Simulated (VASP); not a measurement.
Input of a VASP 6.6.1 run:

File INCAR:

```
ALGO = Normal ; EDIFF = 1E-6
ENCUT = 600 ; GGA_COMPAT = False
ISIF = 2 ; ISMEAR = 0
LASPH = True ; LCHARG = False
LREAL = False ; LWAVE = False
NBANDS = 11 ; NELM = 120
PREC = Accurate ; SIGMA = 0.05
```

The input KPOINTS:

```
k-points
0
Gamma
  12 12 12
```

File POSCAR:

```
C
1.0
    0.0000000000      1.8279850000      1.7834000000
    1.8279850000      0.0000000000      1.7834000000
    1.8279850000      1.8279850000      0.0000000000
C
2
Direct
    0.5000000000      0.5000000000      0.5000000000
    0.7500000000      0.7500000000      0.7500000000
```

Potentials or basis: VASP PAW LDA potentials, release 64 (C).

Run with:

```console
$ cat potpaw_LDA.64/C/POTCAR > POTCAR
$ mpirun -np 1 vasp_std > vasp.out
```

Task: Estimate the pressure.

Result: -31.3 GPa.

Task: Predict the band gap on the k mesh.

Result: 3.41 eV (least direct gap 4.98 eV).

Stress tensor (GPa, compression positive):
```
-38.39   0.00   0.00
  0.00 -38.39   0.00
  0.00   0.00 -17.27
```

Caveat: the stress differs along the axes, from -38 to -17 GPa. A k mesh can miss the band edges.
